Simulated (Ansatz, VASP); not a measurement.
# One calculation of Ti, two programs

```
CELL_PARAMETERS angstrom
2.93905 0.00000 0.00000
-1.46953 2.54529 0.00000
0.00000 0.00000 4.64936
ATOMIC_POSITIONS crystal
Ti 0.33333 0.66667 0.25000
Ti 0.66667 0.33333 0.75000
```

Alike in both runs: task single point; functional PBE; k mesh 12 × 12 × 8; occupations gaussian, width 0.1 eV; no spin polarisation.

```csv
,VASP,Ansatz
version,VASP 6.6.1,Ansatz 0.2.0
potentials or method,"VASP PAW PBE potentials, release 64 (Ti_sv), cutoff 520 eV","scalar-relativistic, plane waves, PAW"
valence electrons in the cell,24,24
```

```csv
,VASP,Ansatz,Ansatz less VASP
gap on the k mesh at the Fermi level (eV),none,none,-
pressure (GPa),-0.2,0.0,+0.24
"traceless stress, the component that is largest in VASP (GPa)",0.14,0.14,+0.002
```

A gap of «none» marks a metal or a gap that the smearing closes.
